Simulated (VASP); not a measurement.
# BaTiO3 (R3m) in VASP: single point with r2SCAN+U

Aim: the single point of BaTiO3 with r2SCAN+U.

Program: VASP 6.6.1. These are calculated values, not measurements. Logs are shortened: lines on timing, memory, paths and dates and some standing lists are left out, and cuts for length are marked.

## Step 1: The cell of the first run

The structure is trigonal, space group R3m (No. 160). Conventional cell: a = 5.737 Å, b = 5.737 Å, c = 7.057 Å, α = 90.00°, β = 90.00°, γ = 120.00°. Ba (site symmetry 3m) has 12 O at 2.81 to 2.94 Å and 8 Ti at 3.45 to 3.60 Å within 3.7 Å. Within 2.5 Å of Ti (site symmetry 3m) lie 6 O at 1.91 to 2.16 Å. Within 2.5 Å of O (site symmetry m) lie 2 Ti at 1.91 to 2.16 Å. O (site symmetry m) has 2 Ti at 1.91 to 2.16 Å within 2.5 Å.

## Step 2: Single point, r2SCAN+U, collinear spin, zero start

File POSCAR:

```
BaTiO3
1.0
    4.0625323600      0.0000000000      0.0000000000
    0.0232538900      8.1250241300      0.0000000000
    0.0116269500      0.0115965100      4.0625019200
Ba Ti O
2 2 6
Direct
    0.0000000000      0.0000000000      0.0000000000
    0.0000000000      0.5000000000      0.0000000000
    0.4893000000      0.2446500000      0.4893000000
    0.4893000000      0.7446500000      0.4893000000
    0.5113000000      0.2556500000      0.0200000000
    0.5113000000      0.7556500000      0.0200000000
    0.0200000000      0.2556500000      0.5113000000
    0.0200000000      0.7556500000      0.5113000000
    0.5113000000      0.0100000000      0.5113000000
    0.5113000000      0.5100000000      0.5113000000
```

File INCAR.step1:

```
PREC     = Accurate       # precision mode
ENCUT    = 520            # plane-wave cutoff, eV
ISMEAR   = -1             # smearing method
SIGMA    = 0.0227         # smearing width, eV
LREAL    = F              # projectors in reciprocal space
LASPH    = T              # aspherical terms in the spheres
NELM     = 150            # most SCF steps
ISPIN    = 2              # spin polarisation
MAGMOM   = 0 0 0 0 0 0 0 0 0 0 # initial moments
LMAXMIX  = 4              # l up to which the mixer works
LDAU     = T              # DFT+U
LDAUTYPE = 2            
LDAUL    = -1 2 -1        # shell
LDAUU    = 0 4.22 0       # U, eV
LDAUJ    = 0 0 0        
NBANDS   = 55             # bands
GGA      = PE             # functional
ALGO     = Normal         # electronic algorithm
EDIFF    = 1E-4           # SCF threshold, eV
LWAVE    = T              # write WAVECAR
LCHARG   = F              # write CHGCAR
```

File INCAR.step2:

```
PREC     = Accurate       # precision mode
ENCUT    = 520            # plane-wave cutoff, eV
EDIFF    = 1E-6           # SCF threshold, eV
ISMEAR   = -1             # smearing method
SIGMA    = 0.0227         # smearing width, eV
LREAL    = F              # projectors in reciprocal space
LASPH    = T              # aspherical terms in the spheres
NELM     = 150            # most SCF steps
ALGO     = Normal         # electronic algorithm
ISIF     = 2              # what is computed and relaxed
LWAVE    = F              # write WAVECAR
LCHARG   = T              # write CHGCAR
ISPIN    = 2              # spin polarisation
MAGMOM   = 0 0 0 0 0 0 0 0 0 0 # initial moments
LORBIT   = 11             # projections on sites
LMAXMIX  = 4              # l up to which the mixer works
LDAU     = T              # DFT+U
LDAUTYPE = 2            
LDAUL    = -1 2 -1        # shell
LDAUU    = 0 4.22 0       # U, eV
LDAUJ    = 0 0 0        
LDAUPRINT= 1            
METAGGA  = R2SCAN         # meta-GGA
LMIXTAU  = T            
LELF     = T              # ELF
LVHAR    = T            
NBANDS   = 55             # bands
ISTART   = 1
```

File KPOINTS:

```
Automatic mesh
0
Gamma
  5 3 5
```

Potentials or basis: VASP PAW PBE potentials, release 64 (Ba_sv, Ti_sv, O).

Command:

```
$ cat potpaw_PBE.64/Ba_sv/POTCAR potpaw_PBE.64/Ti_sv/POTCAR potpaw_PBE.64/O/POTCAR > POTCAR
$ cp INCAR.step1 INCAR
$ mpirun -np 1 vasp_std > vasp.out
$ cp INCAR.step2 INCAR
$ mpirun -np 1 vasp_std > vasp.out
```

OUTCAR:

```text
PREC = Accurate
   ENCUT = 520
   EDIFF = 1E-6
   ISMEAR = -1
   LREAL = F
   LASPH = T
   NELM = 150
   ISIF = 2
   ISPIN = 2
   LORBIT = 11
   METAGGA = R2SCAN
   ISTART = 1

 ion  position               nearest neighbor table
   1  0.000  0.000  0.000-   6 2.81   8 2.81   9 2.81   7 2.87   5 2.87   6 2.87   8 2.87   9 2.87
                             9 2.87   5 2.94   7 2.94   9 2.94   3 3.45   4 3.49   3 3.49   3 3.49
   2  0.000  0.500  0.000-   5 2.81   7 2.81  10 2.81   8 2.87   6 2.87   5 2.87   7 2.87  10 2.87
                            10 2.87   6 2.94   8 2.94  10 2.94   4 3.45   3 3.49   4 3.49   4 3.49
   3  0.489  0.245  0.489-   9 1.91   7 1.91   5 1.91  10 2.16   7 2.16   5 2.16   1 3.45   2 3.49
                             1 3.49   1 3.49   2 3.54   1 3.54   2 3.54   2 3.60
   4  0.489  0.745  0.489-  10 1.91   8 1.91   6 1.91   9 2.16   8 2.16   6 2.16   2 3.45   1 3.49
                             2 3.49   2 3.49   1 3.54   2 3.54   1 3.54   1 3.60
   5  0.511  0.256  0.020-   3 1.91   3 2.16   2 2.81   1 2.87   2 2.87   1 2.94
   6  0.511  0.756  0.020-   4 1.91   4 2.16   1 2.81   2 2.87   1 2.87   2 2.94
   7  0.020  0.256  0.511-   3 1.91   3 2.16   2 2.81   1 2.87   2 2.87   1 2.94
   8  0.020  0.756  0.511-   4 1.91   4 2.16   1 2.81   2 2.87   1 2.87   2 2.94
   9  0.511  0.010  0.511-   3 1.91   4 2.16   1 2.81   1 2.87   1 2.87   1 2.94
  10  0.511  0.510  0.511-   4 1.91   3 2.16   2 2.81   2 2.87   2 2.87   2 2.94

  LATTYP: Found a base centered monoclinic cell.
 ALAT       =     5.7535059235
 B/A-ratio  =     0.9971420901
 C/A-ratio  =     1.4121924118
 COS(beta)  =    -0.0040421779

  Lattice vectors:

 A1 = (  -0.0116269500,  -0.0115965100,  -4.0625019200)
 A2 = (  -4.0625323600,   0.0000000000,   0.0000000000)
 A3 = (   0.0232538900,   8.1250241300,   0.0000000000)

Analysis of symmetry for initial positions (statically):
=====================================================================
 Subroutine PRICEL returns following result:

  LATTYP: Found a trigonal (rhomboedric) cell.
 ALAT       =     4.0625351094
 COS(alpha) =     0.0028619937
[... 12 lines left out ...]
 Subroutine GETGRP returns: Found  2 space group operations
 (whereof  2 operations were pure point group operations)
 out of a pool of  4 trial point group operations.

The static configuration has the point symmetry C_1h.

Analysis of symmetry for dynamics (positions and initial velocities):
=====================================================================
 Subroutine PRICEL returns following result:

  LATTYP: Found a trigonal (rhomboedric) cell.
 ALAT       =     4.0625351094
 COS(alpha) =     0.0028619937
[... 12 lines left out ...]
 Subroutine GETGRP returns: Found  2 space group operations
 (whereof  2 operations were pure point group operations)
 out of a pool of  4 trial point group operations.

The dynamic configuration has the point symmetry C_1h.

Analysis of structural, dynamic, and magnetic symmetry:
=====================================================================
 Subroutine PRICEL returns following result:

  LATTYP: Found a trigonal (rhomboedric) cell.
 ALAT       =     4.0625351094
 COS(alpha) =     0.0028619937
[... 12 lines left out ...]
 Subroutine GETGRP returns: Found  2 space group operations
 (whereof  2 operations were pure point group operations)
 out of a pool of  4 trial point group operations.

The overall configuration has the point symmetry C_1h.

 Subroutine INISYM returns: Found  2 space group operations
 (whereof  2 operations are pure point group operations),
 and found     2 'primitive' translations

----------------------------------------------------------------------------------------

                                     Primitive cell

  volume of cell :      67.0479

  direct lattice vectors                    reciprocal lattice vectors
     4.062532360  0.000000000  0.000000000     0.246151885 -0.000704489 -0.000702480
     0.011626945  4.062512065  0.000000000     0.000000000  0.246153115 -0.000702650
     0.011626950  0.011596510  4.062501920     0.000000000  0.000000000  0.246153730

  length of vectors
     4.062532360  4.062528703  4.062535109     0.246153896  0.246154118  0.246153730

  position of ions in fractional coordinates (direct lattice)
[... 162 lines left out ...]

 onsite density matrix

spin component  1

  0.0998 -0.0006  0.0056 -0.0006 -0.0004
 -0.0006  0.0998 -0.0025 -0.0006  0.0050
  0.0056 -0.0025  0.2334 -0.0025  0.0001
 -0.0006 -0.0006 -0.0025  0.0998 -0.0050
 -0.0004  0.0050  0.0001 -0.0050  0.2333

spin component  2

  0.0998 -0.0006  0.0056 -0.0006 -0.0004
 -0.0006  0.0998 -0.0025 -0.0006  0.0050
  0.0056 -0.0025  0.2334 -0.0025  0.0001
 -0.0006 -0.0006 -0.0025  0.0998 -0.0050
 -0.0004  0.0050  0.0001 -0.0050  0.2333

 occupancies and eigenvectors

  o =  0.0986  v =  0.0000  0.0000  0.0000  0.0000  0.0000 -0.5842 -0.5809  0.0031 -0.5667 -0.0011      0.0000  0.0000  0.0000  0.0000  0.0000  0.0000  0.0000  0.0000  0.0000  0.0000
  o =  0.0986  v = -0.5842 -0.5809  0.0031 -0.5668 -0.0011  0.0000  0.0000  0.0000  0.0000  0.0000      0.0000  0.0000  0.0000  0.0000  0.0000  0.0000  0.0000  0.0000  0.0000  0.0000
  o =  0.1000  v =  0.0000  0.0000  0.0000  0.0000  0.0000 -0.4129 -0.3874  0.0253  0.8227  0.0443      0.0000  0.0000  0.0000  0.0000  0.0000  0.0000  0.0000  0.0000  0.0000  0.0000
  o =  0.1000  v = -0.4131 -0.3873  0.0253  0.8227  0.0443  0.0000  0.0000  0.0000  0.0000  0.0000      0.0000  0.0000  0.0000  0.0000  0.0000  0.0000  0.0000  0.0000  0.0000  0.0000
  o =  0.1000  v =  0.0000  0.0000  0.0000  0.0000  0.0000  0.6975 -0.7147 -0.0420  0.0133  0.0294      0.0000  0.0000  0.0000  0.0000  0.0000  0.0000  0.0000  0.0000  0.0000  0.0000
  o =  0.1000  v =  0.6974 -0.7147 -0.0420  0.0134  0.0294  0.0000  0.0000  0.0000  0.0000  0.0000      0.0000  0.0000  0.0000  0.0000  0.0000  0.0000  0.0000  0.0000  0.0000  0.0000
  o =  0.2337  v = -0.0375  0.0348 -0.8639 -0.0028  0.5010  0.0000  0.0000  0.0000  0.0000  0.0000      0.0000  0.0000  0.0000  0.0000  0.0000  0.0000  0.0000  0.0000  0.0000  0.0000
  o =  0.2337  v =  0.0000  0.0000  0.0000  0.0000  0.0000 -0.0375  0.0348 -0.8639 -0.0028  0.5010      0.0000  0.0000  0.0000  0.0000  0.0000  0.0000  0.0000  0.0000  0.0000  0.0000
  o =  0.2337  v =  0.0184  0.0232  0.5012 -0.0417  0.8638  0.0000  0.0000  0.0000  0.0000  0.0000      0.0000  0.0000  0.0000  0.0000  0.0000  0.0000  0.0000  0.0000  0.0000  0.0000
  o =  0.2337  v =  0.0000  0.0000  0.0000  0.0000  0.0000  0.0184  0.0232  0.5012 -0.0417  0.8638      0.0000  0.0000  0.0000  0.0000  0.0000  0.0000  0.0000  0.0000  0.0000  0.0000

 number of electron      79.9999994 magnetization       0.0000000

 Free energy of the ion-electron system (eV)
  ---------------------------------------------------
  ext. energy  EPLUGINS =         0.00000000
  ---------------------------------------------------
  free energy    TOTEN  =      -142.96780695 eV

  energy without entropy =     -142.96780695  energy(sigma->0) =     -142.96780695

 E-fermi :   3.7207     XC(G=0): -11.6578

 val. band max:        3.2126370117   @ k =   0.4000   0.0000   0.4000
 cond. band min:       6.3540229713   @ k =   0.0000   0.0000   0.0000
 fundamental gap:      3.1413859596
 Fermi energy:         3.7207495528

 spin component 1

 k-point     1 :       0.0000    0.0000    0.0000
  band No.  band energies     occupation
      1     -56.6115      1.00000
      2     -56.6107      1.00000
      3     -31.7653      1.00000
      4     -31.7319      1.00000
      5     -31.7261      1.00000
      6     -31.7209      1.00000
[... 1309 lines left out ...]
     51      11.2402      0.00000
     52      11.4109      0.00000
 Fermi energy:         3.7207495528

 spin component 2

 k-point     1 :       0.0000    0.0000    0.0000
  band No.  band energies     occupation
      1     -56.6115      1.00000
      2     -56.6107      1.00000
      3     -31.7653      1.00000
      4     -31.7319      1.00000
      5     -31.7261      1.00000
      6     -31.7209      1.00000
[... 1309 lines left out ...]
     51      11.2402      0.00000
     52      11.4109      0.00000
 [bands above 52 left out]

------------------------ aborting loop because EDIFF is reached ----------------------------------------

  FORCE on cell =-STRESS in cart. coord.  units (eV):
  Direction    XX          YY          ZZ          XY          YZ          ZX
  --------------------------------------------------------------------------------------
  -------------------------------------------------------------------------------------
  Total       -0.4707643     -0.4706643     -0.4693822     -0.1212931     -0.1206018     -0.1209682
  in kB       -5.6246961     -5.6235011     -5.6081825     -1.4492113     -1.4409509     -1.4453289
  external PRESSURE =      -5.6187932 kB  Pullay stress =       0.0000000 kB

 VOLUME and BASIS-vectors are now :
 -----------------------------------------------------------------------------
  energy-cutoff  :      520.00
  volume of cell :      134.10
      direct lattice vectors                 reciprocal lattice vectors
     4.062532360  0.000000000  0.000000000     0.246151885 -0.000704489 -0.000702480
     0.023253890  8.125024130  0.000000000     0.000000000  0.123076558 -0.000351325
     0.011626950  0.011596510  4.062501920     0.000000000  0.000000000  0.246153730

 POSITION                                       TOTAL-FORCE (eV/Angst)
 -----------------------------------------------------------------------------------
      0.00000      0.00000      0.00000         0.007785      0.007707      0.007740
      0.01163      4.06251      0.00000         0.007785      0.007707      0.007740
      1.99918      1.99346      1.98778         0.381180      0.377691      0.379015
      2.01080      6.05597      1.98778         0.381180      0.377691      0.379015
      2.08335      2.07739      0.08125        -0.008191     -0.008181     -0.370772
      2.09498      6.13991      0.08125        -0.008191     -0.008181     -0.370772
      0.09314      2.08309      2.07716        -0.370816     -0.007143     -0.007109
      0.10477      6.14560      2.07716        -0.370816     -0.007143     -0.007109
      2.08335      0.08718      2.07716        -0.009958     -0.370075     -0.008874
      2.09498      4.14969      2.07716        -0.009958     -0.370075     -0.008874
 -----------------------------------------------------------------------------------
    total drift:                               -0.001015     -0.002203     -0.000931

  FREE ENERGIE OF THE ION-ELECTRON SYSTEM (eV)
  ---------------------------------------------------
  free  energy   TOTEN  =      -142.9678069549 eV

  energy  without entropy=     -142.9678069549  energy(sigma->0) =     -142.96780695

 total charge

# of ion       s       p       d       tot
------------------------------------------
    1        2.016   5.662   0.283   7.961
    2        2.016   5.662   0.283   7.961
    3        2.216   6.267   1.507   9.990
    4        2.216   6.267   1.507   9.990
    5        1.566   3.502   0.000   5.068
    6        1.566   3.502   0.000   5.068
    7        1.566   3.502   0.000   5.068
    8        1.566   3.502   0.000   5.068
    9        1.566   3.502   0.000   5.068
   10        1.566   3.502   0.000   5.068
--------------------------------------------------
tot         17.858  44.873   3.579  66.310

 magnetization (x)

# of ion       s       p       d       tot
------------------------------------------
    1        0.000   0.000  -0.000   0.000
    2        0.000   0.000  -0.000   0.000
    3        0.000  -0.000  -0.000   0.000
    4        0.000  -0.000  -0.000   0.000
    5        0.000   0.000   0.000   0.000
    6        0.000   0.000   0.000   0.000
    7        0.000   0.000   0.000   0.000
    8        0.000   0.000   0.000   0.000
    9        0.000   0.000   0.000   0.000
   10        0.000   0.000   0.000   0.000
--------------------------------------------------
tot          0.000   0.000  -0.000   0.000
```

Wall time 11 min (1 thread of Intel Xeon 6975P-C (Granite Rapids), shared host); peak memory 0.46 GiB.

Results:

| Quantity | Value |
| --- | --- |
| Free energy | -142.9678 eV |
| Pressure | -0.6 GPa |
| Largest force | 0.657 eV/Å |
| Band gap on the k mesh | 3.14 eV |
| Net moment | 0.00 μB per cell |
| Valence electrons inside the program's atomic spheres | Ba 7.96; Ti 9.99; O 5.07 |

Forces in eV/Å, atoms in the order of the input:
```
Ba   0.008  0.008  0.008
Ba   0.008  0.008  0.008
Ti   0.381  0.378  0.379
Ti   0.381  0.378  0.379
O   -0.008 -0.008 -0.371
O   -0.008 -0.008 -0.371
O   -0.371 -0.007 -0.007
O   -0.371 -0.007 -0.007
O   -0.010 -0.370 -0.009
O   -0.010 -0.370 -0.009
```

Stress tensor (GPa, compression positive):
```
-0.56 -0.14 -0.14
-0.14 -0.56 -0.14
-0.14 -0.14 -0.56
```

Eigenvalues of the final occupation matrices:
```csv
site,spin,trace,eigenvalues
site 3 d,1,0.77,0.10 0.10 0.10 0.23 0.23
site 3 d,2,0.77,0.10 0.10 0.10 0.23 0.23
site 4 d,1,0.77,0.10 0.10 0.10 0.23 0.23
site 4 d,2,0.77,0.10 0.10 0.10 0.23 0.23
```

Caveat: the PAW data sets were made with another functional, which shifts forces and pressure a little; spin-orbit coupling is left out, which moves the levels of the heavy elements; an odd mesh through Γ misses points on the zone boundary, where band edges can lie.
